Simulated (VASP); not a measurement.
The system is SiO2.

```
Si O
1.0
     4.44851    0.00000    0.00000
     0.00000    4.44851    0.00000
     0.00000    0.00000    2.99229
Si O
2 4
Cartesian
  2.2243 2.2243 1.4961
  0.0000 0.0000 0.0000
  0.8633 3.5852 1.4961
  3.5852 0.8633 1.4961
  1.3610 1.3610 0.0000
  3.0875 3.0875 0.0000
```

- Program: VASP 6.6.1
- Task: relaxation of cell and atoms
- Functional: r2SCAN
- Potentials or basis: VASP PAW PBE potentials, release 64 (Si, O)
- Cutoff: 600 eV
- k mesh: 4 × 4 × 6
- Occupations: gaussian, width 0.1 eV
- Spin: no spin polarisation

At the start: pressure -49.5 GPa; volume 9.87 Å³/atom.

Task: Where does the relaxation end?

Result: Over 7 steps the energy falls by 427.5 meV/atom and the volume is 7.78 Å³/atom (-21.2 %); space group P4_2/mnm (No. 136, to 0.05 Å).

Step by step:
```
step  energy change (eV)  largest force (eV/Å)  pressure (GPa)  volume (Å³)
   1              0.0000                0.5208          -49.46        59.22
   2              1.3794                3.9152          143.45        36.67
   3             -2.5384                0.3314           -4.32        47.38
   4             -2.5481                0.4077           -0.93        46.91
   5             -2.5489                0.4466            0.79        46.68
   6             -2.5586                0.3028           -0.19        46.67
   7             -2.5651                0.0184            0.16        46.67
```

Final structure:
```cif
data_structure
_symmetry_space_group_name_H-M 'P 1'
_symmetry_Int_Tables_number 1
_cell_length_a 4.1777
_cell_length_b 4.1777
_cell_length_c 2.6742
_cell_angle_alpha 90.000
_cell_angle_beta 90.000
_cell_angle_gamma 90.000
_cell_volume 46.67
loop_
_atom_site_label
_atom_site_type_symbol
_atom_site_fract_x
_atom_site_fract_y
_atom_site_fract_z
_atom_site_occupancy
Si1 Si 0.50000 0.50000 0.50000 1
Si2 Si 0.00000 0.00000 0.00000 1
O1 O 0.19427 0.80573 0.50000 1
O2 O 0.80573 0.19427 0.50000 1
O3 O 0.30573 0.30573 0.00000 1
O4 O 0.69427 0.69427 0.00000 1
```

Caveat: the volume moved by over 15 % at a fixed basis, so the end points are rough; the PAW data sets were made with another functional, which shifts forces and pressure a little; the relaxation stopped at a loose force limit of 0.05 eV/Å, so its end isn't a converged minimum.
